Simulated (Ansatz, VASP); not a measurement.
# V in VASP and in Ansatz

The input INCAR:

```
SYSTEM = V
PREC = Accurate
ENCUT = 520
EDIFF = 1E-6
ISMEAR = 0
SIGMA = 0.1
LREAL = .FALSE.
LASPH = .TRUE.
NELM = 150
ALGO = Fast
ISIF = 2
LWAVE = .FALSE.
LCHARG = .FALSE.
ISPIN = 2
MAGMOM = 2 2
LORBIT = 11
LMAXMIX = 4
GGA = PE
NBANDS = 24
```

KPOINTS

```
Automatic mesh
0
G
  6 6 6
  0 0 0
```

The input POSCAR:

```
V
1.0
    1.6937262648      0.9778733149      2.9486237127
   -1.6937262648      0.9778733149      2.9486237127
    0.0000000000     -1.9557466298      2.9486237127
V
2
Direct
    0.2336400000      0.2336400000      0.2336400000
    0.7663600000      0.7663600000      0.7663600000
```

Input for Ansatz:

```yaml
crystal:
  lattice:
    - [1.6937262648, 0.9778733149, 2.9486237127]
    - [-1.6937262648, 0.9778733149, 2.9486237127]
    - [0.0, -1.9557466298, 2.9486237127]
  atoms:
    - { symbol: V, position: [0.23364, 0.23364, 0.23364], spin: 2.0 }
    - { symbol: V, position: [0.76636, 0.76636, 0.76636], spin: 2.0 }
basis:
  ecutwfc: 420
kpoints:
  mp_grid: { grid: [6, 6, 6] }
hamiltonian:
  xc: pbe
scf:
  occupations: { method: gaussian, width: 0.1 }
  lower_state_search: "off"
output:
  forces: true
  stress: true
  eigenvalues: true
  populations: true
magnetization:
  spin_polarized: true
```

Alike in both runs: task single point; functional PBE; k mesh 6 × 6 × 6; occupations gaussian, width 0.1 eV; collinear spin.

|  | VASP | Ansatz |
| --- | --- | --- |
| version | VASP 6.6.1 | Ansatz 0.2.0 |
| potentials or method | VASP PAW PBE potentials, release 64 (V_sv), cutoff 520 eV | scalar-relativistic, plane waves, PAW |
| valence electrons in the cell | 26 | 26 |

```csv
,VASP,Ansatz,Ansatz less VASP
gap on the k mesh at the Fermi level (eV),none,none,-
pressure (GPa),3.1,2.6,-0.55
"traceless stress, the component that is largest in VASP (GPa)",1.87,2.05,+0.179
rms of the force components (eV/Å),1.782,1.743,-0.0387
net moment per atom (μB),0.00,0.00,0.000
```

Atom by atom the forces differ by 0.039 eV/Å (rms over components). A gap of «none» marks a metal or a gap that the smearing closes. Ansatz's warnings: seeded moment not kept.

The k mesh is coarse, so the values compare programs but aren't converged.
